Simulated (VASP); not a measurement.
Here is a VASP 6.6.1 calculation.

Contents of INCAR:

```
PREC = Accurate ; ENCUT = 520
EDIFF = 1E-6 ; ISMEAR = 0
SIGMA = 0.02 ; LREAL = False
LASPH = True ; NELM = 100
ALGO = Normal ; ISIF = 2
LWAVE = False ; LCHARG = True
GGA = PE ; LELF = True
LVHAR = True ; NBANDS = 44
```

Contents of KPOINTS:

```
regular mesh
0
Gamma
  6 6 6
```

The input POSCAR:

```
SiO2
1.0
   -2.8409643941      2.8409643941      5.6555189429
    2.8409643941     -2.8409643941      5.6555189429
    2.8409643941      2.8409643941     -5.6555189429
Si O
4 8
Direct
    0.3750000000      0.9868056816      0.1118056816
    0.7368056816      0.1250000000      0.1118056816
    0.0131943184      0.6250000000      0.8881943184
    0.8750000000      0.2631943184      0.8881943184
    0.4683527062      0.9683527062      0.9367054124
    0.2816472938      0.7183527062      0.0000000000
    0.1164784024      0.1164784024      0.0000000000
    0.6335215976      0.1335215976      0.5000000000
    0.8835215976      0.8835215976      0.0000000000
    0.8664784024      0.3664784024      0.5000000000
    0.7183527062      0.2816472938      0.0000000000
    0.0316472938      0.5316472938      0.0632945876
```

Potentials or basis: VASP PAW PBE potentials, release 64 (Si, O).

Launch:

```bash
$ cat potpaw_PBE.64/Si/POTCAR potpaw_PBE.64/O/POTCAR > POTCAR
$ mpirun -np 1 vasp_std > vasp.out
```

(1) Estimate the band gap on the k mesh.

(2) Predict the pressure.

(3) Predict the largest force.

Results:

(1) 4.84 eV.

(2) 0.1 GPa.

(3) 0.015 eV/Å.
